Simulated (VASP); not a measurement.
# MgH2 (Fm-3m) in VASP: a series of runs

Aim: see how the results for MgH2 move with the level of theory and the settings. Levels: LDA, PBE-based global hybrid with 75 % exact exchange, PBE-based screened hybrid with 20 % exact exchange, PBE-based global hybrid with 50 % exact exchange, HSE06. Tasks: single point.

All numbers are computed with VASP 6.6.1; they aren't measurements. Logs are shortened: lines on timing, memory, paths and dates and some standing lists are left out, and cuts for length are marked.

**1. The cell of the first run**

Symmetry: Fm-3m, No. 225, cubic system. The conventional cell has a = 4.730 Å, b = 4.730 Å, c = 4.730 Å, α = 90.00°, β = 90.00°, γ = 90.00°. Within 2.7 Å of Mg (site symmetry m-3m) lie 8 H at 2.05 Å. Within 2.7 Å of H (site symmetry -43m) lie 4 Mg at 2.05 Å and 6 H at 2.36 Å.

**2. Single point, LDA**

INCAR

```
  PREC = Accurate
  ENCUT = 600
  EDIFF = 1E-6
  ISMEAR = -1
  SIGMA = 0.02
  LREAL = F
  LASPH = T
  NELM = 120
  ALGO = Normal
  ISIF = 2
  LWAVE = F
  LCHARG = T
  LELF = T
  LVHAR = T
  NBANDS = 9
  GGA_COMPAT = F
```

KPOINTS

```
Automatic mesh
0
Gamma
  6 6 6
```

POSCAR

```
MgH2
1.0
    0.0000000000      2.3649613280      2.3649613280
    2.3649613280      0.0000000000      2.3649613280
    2.3649613280      2.3649613280      0.0000000000
Mg H
1 2
Direct
    0.0000000000      0.0000000000      0.0000000000
    0.2500000000      0.2500000000      0.2500000000
    0.7500000000      0.7500000000      0.7500000000
```

Potentials or basis: VASP PAW LDA potentials, release 64 (Mg, H).

Command:

```console
$ cat potpaw_LDA.64/Mg/POTCAR potpaw_LDA.64/H/POTCAR > POTCAR
$ mpirun -np 1 vasp_std > vasp.out
```

OUTCAR:

```text
PREC = Accurate
   ENCUT = 600
   EDIFF = 1E-6
   ISMEAR = -1
   LREAL = F
   LASPH = T
   NELM = 120
   ISIF = 2

 ion  position               nearest neighbor table
   1  0.000  0.000  0.000-   2 2.05   3 2.05   3 2.05   3 2.05   3 2.05   2 2.05   2 2.05   2 2.05

   2  0.250  0.250  0.250-   1 2.05   1 2.05   1 2.05   1 2.05
   3  0.750  0.750  0.750-   1 2.05   1 2.05   1 2.05   1 2.05

  LATTYP: Found a face centered cubic cell.
 ALAT       =     4.7299226560

  Lattice vectors:

 A1 = (   0.0000000000,   2.3649613280,   2.3649613280)
 A2 = (   2.3649613280,   0.0000000000,   2.3649613280)
 A3 = (   2.3649613280,   2.3649613280,   0.0000000000)

Analysis of symmetry for initial positions (statically):
=====================================================================
 Subroutine PRICEL returns:
 Original cell was already a primitive cell.

 Routine SETGRP: Setting up the symmetry group for a
 face centered cubic supercell.

 Subroutine GETGRP returns: Found 48 space group operations
 (whereof 48 operations were pure point group operations)
 out of a pool of 48 trial point group operations.

The static configuration has the point symmetry O_h .

Analysis of symmetry for dynamics (positions and initial velocities):
=====================================================================
 Subroutine PRICEL returns:
 Original cell was already a primitive cell.

 Routine SETGRP: Setting up the symmetry group for a
 face centered cubic supercell.

 Subroutine GETGRP returns: Found 48 space group operations
 (whereof 48 operations were pure point group operations)
 out of a pool of 48 trial point group operations.

The dynamic configuration has the point symmetry O_h .

 Subroutine INISYM returns: Found 48 space group operations
 (whereof 48 operations are pure point group operations),
 and found     1 'primitive' translations

----------------------------------------------------------------------------------------

                                     Primitive cell

  volume of cell :      26.4547

  direct lattice vectors                    reciprocal lattice vectors
     0.000000000  2.364961328  2.364961328    -0.211419948  0.211419948  0.211419948
     2.364961328  0.000000000  2.364961328     0.211419948 -0.211419948  0.211419948
[... 72 lines left out ...]
   ISPIN  =      1    spin polarized calculation?
   LNONCOLLINEAR =      F non collinear calculations
   LSORBIT =      F    spin-orbit coupling
   LASPH  =      T    aspherical Exc in radial PAW
   ENCUT  =  600.0 eV  44.10 Ry    6.64 a.u.   6.68  6.68  6.68*2*pi/ulx,y,z
   NELM   =    120;   NELMIN=  2; NELMDL= -5     # of ELM steps
   EDIFF  = 0.1E-05   stopping-criterion for ELM
   LREAL  =      F    real-space projection
[... 7 lines left out ...]
   TEBEG  =    0.0;   TEEND  =   0.0 temperature during run
   PSTRESS=    0.0 pullay stress
   NELECT =       4.0000    total number of electrons
   NUPDOWN=      -1.0000    fix difference up-down
   EMIN   =  10.00;   EMAX   =-10.00  energy-range for DOS
   EFERMI =   0.00;   METHOD = LEGACY
   ISMEAR =    -1;   SIGMA  =   0.02  broadening in eV -4-tet -1-fermi 0-gaus
   EFERMI_NEDOS =   21; number of points for ismear=-14 and -15
   IALGO  =     38    algorithm
   IMIX   =      4    mixing-type and parameters
     AMIX     =   0.40;   BMIX     =  1.00
     AMIX_MAG =   1.60;   BMIX_MAG =  1.00
  volume/ion in A,a.u.               =       8.82        59.51
  Fermi-wavevector in a.u.,A,eV,Ry     =   0.872156  1.648136 10.349352  0.760656
  Thomas-Fermi vector in A             =   1.991365
   LORBIT       =      0    0 simple, 1 ext, 2 COOP (PROOUT), +10 PAW based schemes
   GGA     = CA    functional components
   LHFCALC =     F    Hartree Fock is set to
   AEXX    =    0.0000 exact exchange contribution
   IVDW    =     0    specifies the selected vdW correction
   LEPSILON=     F    determine dielectric tensor
   LRPA    =     F    only Hartree local field effects (RPA)
 non-spin polarized calculation
  energy-cutoff  :      600.00
  volume of cell :       26.45
 maximum number of plane-waves:       899
   NGX = 13   NGY = 13   NGZ = 13

 number of electron       4.0000000 magnetization

 Free energy of the ion-electron system (eV)
  ---------------------------------------------------
  ext. energy  EPLUGINS =         0.00000000
  ---------------------------------------------------
  free energy    TOTEN  =        -9.16619541 eV

  energy without entropy =       -9.16499654  energy(sigma->0) =       -9.16559598

 E-fermi :   2.9579     XC(G=0):  -9.3513

 val. band max:        2.9342738122   @ k =   0.1667   0.0000   0.0000
 cond. band min:       3.0419656251   @ k =  -0.3333   0.5000   0.1667
 fundamental gap:      0.1076918129
 Fermi energy:         2.9579377139

 k-point     1 :       0.0000    0.0000    0.0000
  band No.  band energies     occupation
      1      -7.2061      2.00000
      2       4.1455      0.00000
      3      12.1544      0.00000
      4      12.1544      0.00000
      5      12.1544      0.00000
      6      14.6481      0.00000
      7      14.6481      0.00000
      8      14.6481      0.00000
      9      15.8158      0.00000
[... 169 lines left out ...]
 k-point    16 :      -0.3333    0.5000    0.1667
  band No.  band energies     occupation
      1      -2.2204      2.00000
      2      -0.6205      2.00000
      3       3.0420      0.02951
      4       5.1996      0.00000
      5      10.1238      0.00000
      6      14.1124      0.00000
      7      15.5452      0.00000
      8      19.8603      0.00000
      9      23.5088      0.00000

------------------------ aborting loop because EDIFF is reached ----------------------------------------

  FORCE on cell =-STRESS in cart. coord.  units (eV):
  Direction    XX          YY          ZZ          XY          YZ          ZX
  --------------------------------------------------------------------------------------
  -------------------------------------------------------------------------------------
  Total       -0.4341691     -0.4341691     -0.4341691     -0.0000000      0.0000000     -0.0000000
  in kB      -26.2946486    -26.2946486    -26.2946486     -0.0000000      0.0000000     -0.0000000
  external PRESSURE =     -26.2946486 kB  Pullay stress =       0.0000000 kB

 VOLUME and BASIS-vectors are now :
 -----------------------------------------------------------------------------
  energy-cutoff  :      600.00
  volume of cell :       26.45
      direct lattice vectors                 reciprocal lattice vectors
     0.000000000  2.364961328  2.364961328    -0.211419948  0.211419948  0.211419948
     2.364961328  0.000000000  2.364961328     0.211419948 -0.211419948  0.211419948
     2.364961328  2.364961328  0.000000000     0.211419948  0.211419948 -0.211419948

 POSITION                                       TOTAL-FORCE (eV/Angst)
 -----------------------------------------------------------------------------------
      0.00000      0.00000      0.00000         0.000000     -0.000000     -0.000000
      1.18248      1.18248      1.18248        -0.000000     -0.000000      0.000000
      3.54744      3.54744      3.54744         0.000000      0.000000      0.000000
 -----------------------------------------------------------------------------------
    total drift:                                0.000000      0.000000     -0.000000

  FREE ENERGIE OF THE ION-ELECTRON SYSTEM (eV)
  ---------------------------------------------------
  free  energy   TOTEN  =        -9.1661954140 eV

  energy  without entropy=       -9.1649965389  energy(sigma->0) =       -9.16559598
```

Run time: 17 s. Hardware: 1 thread of Intel Xeon 8259CL, shared host; peak memory 0.14 GiB.

What came out:

```yaml
Free_energy: -9.1662 eV
Pressure: -2.6 GPa
Band_gap_on_the_k_mesh: zero (bands 2 and 3 overlap by 1.82 eV)
```

Caveat: the k points lie up to 0.38 Å⁻¹ apart, too coarse for converged energies and pressures of a metal.

**3. Single point, PBE-based global hybrid with 75 % exact exchange**

POSCAR is that of step 2.

INCAR.step1

```
SYSTEM = MgH2
PREC = Accurate ; ENCUT = 520
EDIFF = 1E-5 ; ISMEAR = -1
SIGMA = 0.02 ; LREAL = .False.
LASPH = .True. ; NELM = 120
ALGO = Normal ; ISIF = 2
LWAVE = .True. ; LCHARG = .False.
GGA = PE ; NBANDS = 9
GGA_COMPAT = .False.
```

INCAR.step2

```
SYSTEM = MgH2
PREC = Accurate ; ENCUT = 520
EDIFF = 1E-6 ; ISMEAR = -1
SIGMA = 0.02 ; LREAL = .False.
LASPH = .True. ; NELM = 120
ALGO = Normal ; ISIF = 2
LWAVE = .False. ; LCHARG = .False.
GGA = PE ; LHFCALC = .True.
AEXX = 0.75 ; PRECFOCK = Normal
ISTART = 1 ; NBANDS = 9
GGA_COMPAT = .False.
```

KPOINTS

```
Automatic mesh
0
Gamma
  4 4 4
  0 0 0
```

Potentials or basis: VASP PAW PBE potentials, release 64 (Mg, H).

Command:

```console
$ cat potpaw_PBE.64/Mg/POTCAR potpaw_PBE.64/H/POTCAR > POTCAR
$ cp INCAR.step1 INCAR
$ mpirun -np 1 vasp_std > vasp.out
$ cp INCAR.step2 INCAR
$ mpirun -np 1 vasp_std > vasp.out
```

OUTCAR:

```text
SYSTEM = MgH2
   PREC = Accurate
   ENCUT = 520
   EDIFF = 1E-6
   ISMEAR = -1
   LREAL = .False.
   LASPH = .True.
   NELM = 120
   ISIF = 2
   GGA = PE
   LHFCALC = .True.
   AEXX = 0.75
   PRECFOCK = Normal
   ISTART = 1

 ion  position               nearest neighbor table
   1  0.000  0.000  0.000-   2 2.05   3 2.05   3 2.05   3 2.05   3 2.05   2 2.05   2 2.05   2 2.05

   2  0.250  0.250  0.250-   1 2.05   1 2.05   1 2.05   1 2.05
   3  0.750  0.750  0.750-   1 2.05   1 2.05   1 2.05   1 2.05

  LATTYP: Found a face centered cubic cell.
 ALAT       =     4.7299226560

  Lattice vectors:

 A1 = (   0.0000000000,   2.3649613280,   2.3649613280)
 A2 = (   2.3649613280,   0.0000000000,   2.3649613280)
 A3 = (   2.3649613280,   2.3649613280,   0.0000000000)

Analysis of symmetry for initial positions (statically):
=====================================================================
 Subroutine PRICEL returns:
 Original cell was already a primitive cell.

 Routine SETGRP: Setting up the symmetry group for a
 face centered cubic supercell.

 Subroutine GETGRP returns: Found 48 space group operations
 (whereof 48 operations were pure point group operations)
 out of a pool of 48 trial point group operations.

The static configuration has the point symmetry O_h .

Analysis of symmetry for dynamics (positions and initial velocities):
=====================================================================
 Subroutine PRICEL returns:
 Original cell was already a primitive cell.

 Routine SETGRP: Setting up the symmetry group for a
 face centered cubic supercell.

 Subroutine GETGRP returns: Found 48 space group operations
 (whereof 48 operations were pure point group operations)
 out of a pool of 48 trial point group operations.

The dynamic configuration has the point symmetry O_h .

[... 113 lines left out ...]
   NKREDY  =     1    reduce k-point grid by
   NKREDZ  =     1    reduce k-point grid by
   AEXX    =    0.7500 exact exchange contribution
   HFSCREEN=    0.0000 screening length (either q_TF or 0.3 A-1)
   HFSCREENC=   0.0000 screening length for correlation (either q_TF or 0.3 A-1)
   ENCUTFOCK=  -1.0 apply spherical cutoff to Coloumb kernel
   IVDW    =     0    specifies the selected vdW correction
   LEPSILON=     F    determine dielectric tensor
   LRPA    =     F    only Hartree local field effects (RPA)
 non-spin polarized calculation
  energy-cutoff  :      520.00
  volume of cell :       26.45
 maximum number of plane-waves:       725
 NGX is ok and might be reduce to    28
  NGX = 20; NGY = 20; NGZ = 20

 number of electron       4.0000000 magnetization

 Free energy of the ion-electron system (eV)
  ---------------------------------------------------
  ext. energy  EPLUGINS =         0.00000000
  ---------------------------------------------------
  free energy    TOTEN  =       -13.18040813 eV

  energy without entropy =      -13.17921464  energy(sigma->0) =      -13.17981138

 E-fermi :   3.7775     XC(G=0):  -3.3919

 val. band max:       -1.0384623263   @ k =   0.2500   0.2500   0.0000
 cond. band min:       3.7913515625   @ k =   0.5000   0.5000   0.0000
 fundamental gap:      4.8298138888
 Fermi energy:         3.7774885446

 k-point     1 :       0.0000    0.0000    0.0000
  band No.  band energies     occupation
      1     -12.7223      2.00000
      2       4.0357      0.00000
      3      15.5914      0.00000
      4      15.5914      0.00000
      5      15.5914      0.00000
      6      18.5292      0.00000
      7      18.5292      0.00000
      8      18.5292      0.00000
      9      19.4536      0.00000
[... 73 lines left out ...]
 k-point     8 :      -0.2500    0.5000    0.2500
  band No.  band energies     occupation
      1      -5.5242      2.00000
      2      -5.5242      2.00000
      3       5.9681      0.00000
      4       6.9828      0.00000
      5      16.3239      0.00000
      6      16.3239      0.00000
      7      19.9549      0.00000
      8      21.5865      0.00000
      9      28.2599      0.00000

------------------------ aborting loop because EDIFF is reached ----------------------------------------

  FORCE on cell =-STRESS in cart. coord.  units (eV):
  Direction    XX          YY          ZZ          XY          YZ          ZX
  --------------------------------------------------------------------------------------
  -------------------------------------------------------------------------------------
  Total       -0.4111051     -0.4111051     -0.4111051     -0.0000000     -0.0000000      0.0000000
  in kB      -24.8978188    -24.8978188    -24.8978188     -0.0000000     -0.0000000      0.0000000
  external PRESSURE =     -24.8978188 kB  Pullay stress =       0.0000000 kB

 VOLUME and BASIS-vectors are now :
 -----------------------------------------------------------------------------
  energy-cutoff  :      520.00
  volume of cell :       26.45
      direct lattice vectors                 reciprocal lattice vectors
     0.000000000  2.364961328  2.364961328    -0.211419948  0.211419948  0.211419948
     2.364961328  0.000000000  2.364961328     0.211419948 -0.211419948  0.211419948
     2.364961328  2.364961328  0.000000000     0.211419948  0.211419948 -0.211419948

 POSITION                                       TOTAL-FORCE (eV/Angst)
 -----------------------------------------------------------------------------------
      0.00000      0.00000      0.00000        -0.000000      0.000000     -0.000000
      1.18248      1.18248      1.18248         0.000000     -0.000000     -0.000000
      3.54744      3.54744      3.54744         0.000000      0.000000      0.000000
 -----------------------------------------------------------------------------------
    total drift:                               -0.000000     -0.000000     -0.000000

  FREE ENERGIE OF THE ION-ELECTRON SYSTEM (eV)
  ---------------------------------------------------
  free  energy   TOTEN  =       -13.1804081266 eV

  energy  without entropy=      -13.1792146421  energy(sigma->0) =      -13.17981138
```

OUTCAR.step1:

```text
SYSTEM = MgH2
   PREC = Accurate
   ENCUT = 520
   EDIFF = 1E-5
   ISMEAR = -1
   LREAL = .False.
   LASPH = .True.
[... 302 lines left out ...]
      0.00000      0.00000      0.00000        -0.000000      0.000000      0.000000
      1.18248      1.18248      1.18248         0.000000      0.000000     -0.000000
      3.54744      3.54744      3.54744        -0.000000     -0.000000     -0.000000
 -----------------------------------------------------------------------------------
    total drift:                                0.000000      0.000000      0.000000

  FREE ENERGIE OF THE ION-ELECTRON SYSTEM (eV)
  ---------------------------------------------------
  free  energy   TOTEN  =        -8.5166809724 eV

  energy  without entropy=       -8.5154875083  energy(sigma->0) =       -8.51608424
```

It took 1.9 min on 1 thread of Intel Xeon 8259CL, shared host; peak memory 0.16 GiB.

Results:

* Free energy: -13.1804 eV
* Pressure: -2.5 GPa
* Band gap on the k mesh: zero (bands 2 and 3 overlap by 0.24 eV)

Caveat: the k points lie up to 0.58 Å⁻¹ apart; the PAW data sets were made with another functional, which shifts forces and pressure a little.

**4. Single point, PBE-based screened hybrid with 20 % exact exchange**

POSCAR is that of step 3.

INCAR.step1

```
PREC = Accurate
ENCUT = 520
EDIFF = 1E-5
ISMEAR = -1
SIGMA = 0.02
LREAL = False
LASPH = True
NELM = 120
ALGO = Normal
ISIF = 2
LWAVE = True
LCHARG = False
GGA = PE
NBANDS = 9
GGA_COMPAT = False
```

INCAR.step2

```
PREC = Accurate
ENCUT = 520
EDIFF = 1E-6
ISMEAR = -1
SIGMA = 0.02
LREAL = False
LASPH = True
NELM = 120
ALGO = Normal
ISIF = 2
LWAVE = False
LCHARG = False
GGA = PE
LHFCALC = True
AEXX = 0.2
HFSCREEN = 0.5
PRECFOCK = Normal
ISTART = 1
NBANDS = 9
GGA_COMPAT = False
```

KPOINTS

```
regular mesh
0
Gamma
  4 4 4
```

Command:

```console
$ cat potpaw_PBE.64/Mg/POTCAR potpaw_PBE.64/H/POTCAR > POTCAR
$ cp INCAR.step1 INCAR
$ mpirun -np 1 vasp_std > vasp.out
$ cp INCAR.step2 INCAR
$ mpirun -np 1 vasp_std > vasp.out
```

Wall time 71 s (1 thread of Intel Xeon 8259CL, shared host); peak memory 0.26 GiB.

It converged, with:

```yaml
Free_energy: -9.0762 eV
Pressure: 0.0 GPa
Band_gap_on_the_k_mesh: zero (bands 2 and 3 overlap by 1.12 eV)
```

Levels at points of the mesh, in eV from the Fermi level:
```
           k point  band 1  band 2  band 3  band 4  band 5  band 6
(0.00, 0.00, 0.00)  -10.40    1.13    9.98    9.98    9.98   12.75
(0.50, 0.00, 0.00)   -5.87   -5.77    7.40    8.04    9.67    9.67
(0.50, 0.50, 0.00)   -5.92   -2.36    0.01    5.26    5.26    8.65
```

Caveat: the k points lie up to 0.58 Å⁻¹ apart, too coarse for converged energies and pressures of a metal; the PAW data sets were made with another functional, which shifts forces and pressure a little.

**5. Single point, PBE-based global hybrid with 50 % exact exchange**

POSCAR is that of step 4.

INCAR.step1

```
  PREC = Accurate
  ENCUT = 520
  EDIFF = 1E-5
  ISMEAR = -1
  SIGMA = 0.02
  LREAL = False
  LASPH = True
  NELM = 120
  ALGO = Normal
  ISIF = 2
  LWAVE = True
  LCHARG = False
  GGA = PE
  NBANDS = 9
  GGA_COMPAT = False
```

INCAR.step2

```
  PREC = Accurate
  ENCUT = 520
  EDIFF = 1E-6
  ISMEAR = -1
  SIGMA = 0.02
  LREAL = False
  LASPH = True
  NELM = 120
  ALGO = Normal
  ISIF = 2
  LWAVE = False
  LCHARG = False
  GGA = PE
  LHFCALC = True
  AEXX = 0.5
  PRECFOCK = Normal
  ISTART = 1
  NBANDS = 9
  GGA_COMPAT = False
```

KPOINTS is that of step 4.

Command:

```console
$ cat potpaw_PBE.64/Mg/POTCAR potpaw_PBE.64/H/POTCAR > POTCAR
$ cp INCAR.step1 INCAR
$ mpirun -np 1 vasp_std > vasp.out
$ cp INCAR.step2 INCAR
$ mpirun -np 1 vasp_std > vasp.out
```

Wall time 95 s (1 thread of Intel Xeon 8259CL, shared host); peak memory 0.16 GiB.

Results (log left out):

- Free energy: -11.5956 eV
- Pressure: -1.5 GPa
- Band gap on the k mesh: zero (bands 2 and 3 overlap by 0.65 eV)

Levels at points of the mesh, in eV from the Fermi level:
| k point | band 1 | band 2 | band 3 | band 4 | band 5 |
| --- | --- | --- | --- | --- | --- |
| (0.00, 0.00, 0.00) | -14.23 | 0.67 | 11.15 | 11.15 | 11.15 |
| (0.50, 0.00, 0.00) | -8.96 | -8.90 | 8.35 | 9.37 | 10.82 |
| (0.50, 0.50, 0.00) | -9.08 | -5.00 | 0.01 | 6.16 | 6.16 |

Caveat: the k points lie up to 0.58 Å⁻¹ apart, too coarse for converged energies and pressures of a metal; the PAW data sets were made with another functional, which shifts forces and pressure a little.

(Part 1 of 3 ends here.)
